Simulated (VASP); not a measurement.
Runs of VASP 6.6.1 on AlN. The cells are those of the table. 

```tsv
cell	gap on the mesh (eV)	pressure (GPa)	largest force (eV/Å)
a = 2.860, b = 2.860, c = 14.060 Å, angles 87.7, 85.3, 60.0°, 12 atoms	3.89	15.1	17.51
a = 2.860, b = 2.860, c = 14.016 Å, angles 89.4, 88.8, 60.0°, 12 atoms	4.46	(b)	1.73
a = 2.860, b = 2.860, c = 14.025 Å, angles 88.8, 87.7, 60.0°, 12 atoms	4.17	4.7	5.43
a = 2.860, b = 2.860, c = 14.039 Å, angles 88.2, 86.5, 60.0°, 12 atoms	(c)	(a)	11.33
```

Alike in all rows: task single point; level PBEsol; potentials or basis VASP PAW PBE potentials, release 64 (Al, N); no spin polarisation; k mesh 9 × 9 × 2; cutoff (eV) 520; smearing gaussian 0.05 eV.

Question: Estimate the missing entries.

Answer: (a) 10.0; (b) 1.1; (c) 3.95.

Caveats: the PAW data sets were made with another functional, which shifts forces and pressure a little; the stress differs along the axes, from 6 to 28 GPa (at least some runs); the stress differs along the axes, from -1 to 4 GPa (at least some runs); the stress differs along the axes, from -0 to 13 GPa (at least some runs); the stress differs along the axes, from 3 to 23 GPa (at least some runs).

A k mesh can miss the band edges.
